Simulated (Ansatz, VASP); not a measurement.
Y: VASP beside Ansatz

```
Y
1.0
     5.70677    0.00000    0.00000
    -2.85338    4.94220    0.00000
     0.00000    0.00000    3.56389
Y
3
Direct
  0.00000 0.00000 0.00000
  0.33333 0.66667 0.50000
  0.66667 0.33333 0.50000
```

Alike in both runs: functional revPBE; k mesh 7 × 7 × 9; occupations fermi-dirac, width 0.1 eV; no spin polarisation.

Ansatz relaxed the structure, and its values are those at the end. VASP's run is a single point on that final structure, the one shown.

|  | VASP | Ansatz |
| --- | --- | --- |
| version | VASP 6.6.1 | Ansatz 0.2.0 |
| potentials or method | VASP PAW PBE potentials, release 64 (Y_sv), cutoff 520 eV | plane waves (420 eV) with PAW, scalar-relativistic |
| valence electrons in the cell | 33 | 33 |

```csv
,VASP,Ansatz,Ansatz less VASP
pressure (GPa),-0.1,0.0,+0.09
```

VASP's potentials were made for PBE, not for revPBE. The functional is the same, so the differences come from potentials, cutoffs and numerics.
